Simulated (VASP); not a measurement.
# GaSb (F-43m) in VASP: single point with r2SCAN

Aim: the single point of GaSb with r2SCAN.

All numbers are computed with VASP 6.6.1; they aren't measurements. Logs are shortened: lines on timing, memory, paths and dates and some standing lists are left out, and cuts for length are marked.

**1. The cell of the first run**

It takes space group F-43m (No. 216, cubic). Conventional cell: a = 6.214 Å, b = 6.214 Å, c = 6.214 Å, α = 90.00°, β = 90.00°, γ = 90.00°. Ga (site symmetry -43m) has 4 Sb at 2.69 Å within 3.5 Å. Within 3.5 Å of Sb (site symmetry -43m) lie 4 Ga at 2.69 Å.

**2. Single point, r2SCAN**

POSCAR

```
GaSb
1.0
    4.3941958054      0.0000000000      0.0000000000
    0.0000000000      6.2143313050      0.0000000000
    0.0000000000      0.0000000000      4.3941958054
Ga Sb
2 2
Direct
    0.0000000000      0.0000000000     -0.0000054000
    0.5000000000      0.5000000000      0.4999946000
    0.5000000000      0.2500000000     -0.0000054000
    0.0000000000      0.7500000000      0.4999946000
```

INCAR.step1

```
SYSTEM = GaSb
PREC = Accurate
ENCUT = 550
ISMEAR = 0
SIGMA = 0.1
LREAL = .False.
LASPH = .True.
NELM = 120
NBANDS = 26
GGA = PE
ALGO = Normal
EDIFF = 1E-5
LWAVE = .True.
LCHARG = .False.
GGA_COMPAT = .False.
```

INCAR.step2

```
SYSTEM = GaSb
PREC = Accurate
ENCUT = 550
EDIFF = 1E-6
ISMEAR = 0
SIGMA = 0.1
LREAL = .False.
LASPH = .True.
NELM = 120
ALGO = Normal
ISIF = 2
LWAVE = .False.
LCHARG = .False.
METAGGA = R2SCAN
LMIXTAU = .True.
NBANDS = 26
ISTART = 1
GGA_COMPAT = .False.
```

KPOINTS

```
Automatic mesh
0
Gamma
  10 8 10
  0 0 0
```

Potentials or basis: VASP PAW PBE potentials, release 64 (Ga_d, Sb).

The run is started by

```console
$ cat potpaw_PBE.64/Ga_d/POTCAR potpaw_PBE.64/Sb/POTCAR > POTCAR
$ cp INCAR.step1 INCAR
$ mpirun -np 1 vasp_std > vasp.out
$ cp INCAR.step2 INCAR
$ mpirun -np 1 vasp_std > vasp.out
```

OUTCAR:

```text
SYSTEM = GaSb
   PREC = Accurate
   ENCUT = 550
   EDIFF = 1E-6
   ISMEAR = 0
   LREAL = .False.
   LASPH = .True.
   NELM = 120
   ISIF = 2
   METAGGA = R2SCAN
   ISTART = 1

 ion  position               nearest neighbor table
   1  0.000  0.000  1.000-   3 2.69   4 2.69   4 2.69   3 2.69
   2  0.500  0.500  0.500-   3 2.69   4 2.69   3 2.69   4 2.69
   3  0.500  0.250  1.000-   1 2.69   2 2.69   2 2.69   1 2.69
   4  0.000  0.750  0.500-   1 2.69   2 2.69   1 2.69   2 2.69

  LATTYP: Found a simple tetragonal cell.
 ALAT       =     4.3941958054
 C/A-ratio  =     1.4142135627

  Lattice vectors:

 A1 = (  -4.3941958054,   0.0000000000,   0.0000000000)
 A2 = (   0.0000000000,   0.0000000000,   4.3941958054)
 A3 = (   0.0000000000,   6.2143313050,   0.0000000000)

Analysis of symmetry for initial positions (statically):
=====================================================================
 Subroutine PRICEL returns following result:

  LATTYP: Found a face centered cubic cell.
 ALAT       =     6.2143313044

  Lattice vectors:

 A1 = (  -2.1970979027,   3.1071656525,   2.1970979027)
 A2 = (   0.0000000000,   0.0000000000,   4.3941958054)
 A3 = (   2.1970979027,   3.1071656525,   2.1970979027)

   2 primitive cells build up your supercell.

 Routine SETGRP: Setting up the symmetry group for a
 simple tetragonal supercell.

 Subroutine GETGRP returns: Found  8 space group operations
 (whereof  2 operations were pure point group operations)
 out of a pool of 16 trial point group operations.

The static configuration has the point symmetry C_1h.
 The point group associated with its full space group is D_2d.

Analysis of symmetry for dynamics (positions and initial velocities):
=====================================================================
 Subroutine PRICEL returns following result:

  LATTYP: Found a face centered cubic cell.
 ALAT       =     6.2143313044

  Lattice vectors:

 A1 = (  -2.1970979027,   3.1071656525,   2.1970979027)
 A2 = (   0.0000000000,   0.0000000000,   4.3941958054)
 A3 = (   2.1970979027,   3.1071656525,   2.1970979027)

   2 primitive cells build up your supercell.

 Routine SETGRP: Setting up the symmetry group for a
 simple tetragonal supercell.

 Subroutine GETGRP returns: Found  8 space group operations
 (whereof  2 operations were pure point group operations)
[... 100 lines left out ...]
   LASPH  =      T    aspherical Exc in radial PAW
   ENCUT  =  550.0 eV  40.42 Ry    6.36 a.u.   8.40 11.88  8.40*2*pi/ulx,y,z
   NELM   =    120;   NELMIN=  2; NELMDL=  0     # of ELM steps
   EDIFF  = 0.1E-05   stopping-criterion for ELM
   LREAL  =      F    real-space projection
   EDIFFG = 0.1E-04   stopping-criterion for IOM
   NSW    =      0    number of steps for IOM
   IBRION =     -1    ionic relax: 0-MD 1-quasi-New 2-CG
   NFREE  =      0    steps in history (QN), initial steepest desc. (CG)
   ISIF   =      2    stress and relaxation
   ISYM   =      2    0-nonsym 1-usesym 2-fastsym
   POTIM  = 0.5000    time-step for ionic-motion
   TEBEG  =    0.0;   TEEND  =   0.0 temperature during run
   PSTRESS=    0.0 pullay stress
   NELECT =      36.0000    total number of electrons
   NUPDOWN=      -1.0000    fix difference up-down
   EMIN   =  10.00;   EMAX   =-10.00  energy-range for DOS
   EFERMI =   0.00;   METHOD = LEGACY
   ISMEAR =     0;   SIGMA  =   0.10  broadening in eV -4-tet -1-fermi 0-gaus
   EFERMI_NEDOS =   21; number of points for ismear=-14 and -15
   IALGO  =     38    algorithm
   IMIX   =      4    mixing-type and parameters
     AMIX     =   0.40;   BMIX     =  1.00
     AMIX_MAG =   1.60;   BMIX_MAG =  1.00
  volume/ion in A,a.u.               =      30.00       202.44
  Fermi-wavevector in a.u.,A,eV,Ry     =   1.095951  2.071048 16.342084  1.201109
  Thomas-Fermi vector in A             =   2.232284
   LORBIT       =      0    0 simple, 1 ext, 2 COOP (PROOUT), +10 PAW based schemes
   METAGGA = R2SCAN    functional components
   LHFCALC =     F    Hartree Fock is set to
   AEXX    =    0.0000 exact exchange contribution
   IVDW    =     0    specifies the selected vdW correction
   LEPSILON=     F    determine dielectric tensor
   LRPA    =     F    only Hartree local field effects (RPA)
 non-spin polarized calculation
 Gauss-broadening in eV      SIGMA  =   0.10
  energy-cutoff  :      550.00
  volume of cell :      119.99
 maximum number of plane-waves:      3563
 NGX is ok and might be reduce to    36
   NGX = 17   NGY = 23   NGZ = 17

 number of electron      35.9999984 magnetization

 Free energy of the ion-electron system (eV)
  ---------------------------------------------------
  ext. energy  EPLUGINS =         0.00000000
  ---------------------------------------------------
  free energy    TOTEN  =       -75.18509115 eV

  energy without entropy =      -75.18487471  energy(sigma->0) =      -75.18498293

 E-fermi :   4.3002     XC(G=0):  -9.5065

 val. band max:        4.2116765814   @ k =   0.0000   0.0000   0.0000
 cond. band min:       4.3108062390   @ k =   0.0000   0.0000   0.0000
 fundamental gap:      0.0991296576
 Fermi energy:         4.3001843449

 k-point     1 :       0.0000    0.0000    0.0000
  band No.  band energies     occupation
      1     -11.2401      2.00000
      2     -11.1997      2.00000
      3     -11.1997      2.00000
      4     -11.1994      2.00000
      5     -11.1770      2.00000
      6     -11.1770      2.00000
[... 685 lines left out ...]
     25      11.3229      0.00000
     26      11.3229      0.00000

 [... further k-points ...]

------------------------ aborting loop because EDIFF is reached ----------------------------------------

  FORCE on cell =-STRESS in cart. coord.  units (eV):
  Direction    XX          YY          ZZ          XY          YZ          ZX
  --------------------------------------------------------------------------------------
  -------------------------------------------------------------------------------------
  Total       -1.3479483     -1.3380341     -1.3479483     -0.0000000      0.0000000      0.0000000
  in kB      -17.9982632    -17.8658862    -17.9982632     -0.0000000      0.0000000      0.0000000
  external PRESSURE =     -17.9541375 kB  Pullay stress =       0.0000000 kB

 VOLUME and BASIS-vectors are now :
 -----------------------------------------------------------------------------
  energy-cutoff  :      550.00
  volume of cell :      119.99
      direct lattice vectors                 reciprocal lattice vectors
     4.394195805  0.000000000  0.000000000     0.227572927  0.000000000  0.000000000
     0.000000000  6.214331305  0.000000000     0.000000000  0.160918360  0.000000000
     0.000000000  0.000000000  4.394195805     0.000000000  0.000000000  0.227572927

 POSITION                                       TOTAL-FORCE (eV/Angst)
 -----------------------------------------------------------------------------------
      0.00000      0.00000      4.39417         0.000000     -0.000000      0.000000
      2.19710      3.10717      2.19707         0.000000      0.000000      0.000000
      2.19710      1.55358      4.39417        -0.000000     -0.000000     -0.000000
      0.00000      4.66075      2.19707        -0.000000      0.000000     -0.000000
 -----------------------------------------------------------------------------------
    total drift:                                0.000000     -0.000000     -0.000002

  FREE ENERGIE OF THE ION-ELECTRON SYSTEM (eV)
  ---------------------------------------------------
  free  energy   TOTEN  =       -75.1850911485 eV

  energy  without entropy=      -75.1848747064  energy(sigma->0) =      -75.18498293
```

OSZICAR.step1:

```text
N       E                     dE             d eps       ncg     rms          rms(c)
DAV:   1     0.230195382160E+03    0.23020E+03   -0.17015E+04  5556   0.177E+03
DAV:   2     0.110175517484E+02   -0.21918E+03   -0.21208E+03  6152   0.406E+02
DAV:   3    -0.140527178306E+02   -0.25070E+02   -0.24714E+02  6818   0.116E+02
DAV:   4    -0.148193394306E+02   -0.76662E+00   -0.76467E+00  6152   0.210E+01
DAV:   5    -0.148404442112E+02   -0.21105E-01   -0.21098E-01  7442   0.337E+00    0.429E+00
DAV:   6    -0.147639848758E+02    0.76459E-01   -0.14321E-01  7672   0.470E+00    0.250E+00
DAV:   7    -0.147430627194E+02    0.20922E-01   -0.83041E-02  6268   0.191E+00    0.439E-01
DAV:   8    -0.147450051305E+02   -0.19424E-02   -0.13373E-02  6006   0.124E+00    0.957E-02
DAV:   9    -0.147457689788E+02   -0.76385E-03   -0.15173E-03  6036   0.336E-01    0.366E-02
DAV:  10    -0.147459692693E+02   -0.20029E-03   -0.25493E-04  6076   0.129E-01    0.117E-02
DAV:  11    -0.147460037032E+02   -0.34434E-04   -0.56302E-05  5248   0.398E-02    0.566E-03
DAV:  12    -0.147460063559E+02   -0.26527E-05   -0.58902E-06  4380   0.187E-02
   1 F= -.14746006E+02 E0= -.14745870E+02  d E =-.273199E-03
```

Wall time 23 min (1 thread of Intel Xeon 8259CL, shared host); peak memory 0.47 GiB.

What came out:

* Free energy: -75.1851 eV
* Pressure: -1.8 GPa
* Band gap on the k mesh: 0.10 eV

Levels at points of the mesh, in eV from the valence-band top:
```tsv
k point	band 16	band 17	band 18	band 19	band 20	band 21
(0.00, 0.00, 0.00)	0.00	0.00	0.00	0.10	1.16	1.56
(0.50, 0.00, 0.00)	-3.11	-1.20	-1.20	2.19	2.19	4.83
(0.00, 0.50, 0.00)	-1.62	-1.62	-1.62	1.50	1.50	2.95
(0.50, 0.50, 0.00)	-1.14	-1.14	-1.14	0.58	0.58	4.01
(0.50, 0.00, 0.50)	-2.53	-2.53	-2.53	1.16	1.16	1.56
(0.50, 0.50, 0.50)	-3.26	-3.04	-3.04	3.83	3.83	4.60
```

Caveat: the PAW data sets were made with another functional, which shifts forces and pressure a little; spin-orbit coupling is left out, which moves the levels of the heavy elements. A k mesh can miss the band edges.
